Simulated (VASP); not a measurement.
NaF, 4 atoms in the cell. The structure is hexagonal, space group P6_3/mmc (No. 194). The conventional cell has a = 3.789 Å, b = 3.789 Å, c = 4.458 Å, α = 90.00°, β = 90.00°, γ = 120.00°. Within 2.9 Å of Na (site symmetry -6m2) lie 5 F at 2.19 to 2.23 Å. Within 2.9 Å of F (site symmetry -6m2) lie 5 Na at 2.19 to 2.23 Å.  This cell differs from its parent crystal: volume changed by -6%.

```yaml
Program: VASP 6.6.1
Task: single point
Functional: r2SCAN
Potentials_or_basis: VASP PAW PBE potentials, release 64 (Na_pv, F)
Cutoff: 520 eV
k_mesh: 6 × 6 × 6
Occupations: gaussian, width 0.01 eV
Spin: no spin polarisation
Dipole_correction: no
Further_INCAR_settings: ALGO = Normal; EDIFF = 1e-06; NBANDS = 22
```

Potentials or basis: VASP PAW PBE potentials, release 64 (Na_pv, F).

Launch:

```bash
$ cat potpaw_PBE.64/Na_pv/POTCAR potpaw_PBE.64/F/POTCAR > POTCAR
$ cp INCAR.step1 INCAR
$ mpirun -np 1 vasp_std > vasp.out
$ cp INCAR.step2 INCAR
$ mpirun -np 1 vasp_std > vasp.out
```

Hardware: 1 thread of Intel(R) Xeon(R) Platinum 8375C CPU @ 2.90GHz (Ice Lake), on a shared host.

Problem. Estimate the wall time of this run.

Solution. It took 110 s on 1 thread of Intel(R) Xeon(R) Platinum 8375C CPU @ 2.90GHz (Ice Lake) (shared host), peak memory 0.17 GiB. Counts: k points 28.
